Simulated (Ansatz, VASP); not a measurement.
**Two plane-wave programs on Te**

```
Te
1.0
    -2.93293    3.84339    1.52225
     2.93293   -3.84339    1.52225
     2.93293    3.84339   -1.52225
Te
2
Direct
  0.99907 0.24907 0.75000
  0.00093 0.75093 0.25000
```

Alike in both runs: task single point; functional r2SCAN; k mesh 11 × 11 × 11; no spin polarisation.

```csv
,VASP,Ansatz
version,VASP 6.6.1,Ansatz 0.2.0
potentials or method,"VASP PAW PBE potentials, release 64 (Te), cutoff 520 eV","plane waves, PAW"
occupations,"methfessel-paxton of order 1, width 0.1 eV","cold, width 0.1 eV"
valence electrons in the cell,12,32
```

|  | VASP | Ansatz | Ansatz less VASP |
| --- | --- | --- | --- |
| pressure (GPa) | 1.4 | 1.4 | +0.02 |
| traceless stress, the component that is largest in VASP (GPa) | -1.49 | -1.48 | +0.004 |

VASP's potentials were made for PBE, not for r2SCAN. VASP's potentials hold 12 valence electrons a cell and Ansatz's 32, so a difference there can come from the potentials and not from the codes.

Neither program's run includes spin-orbit coupling.
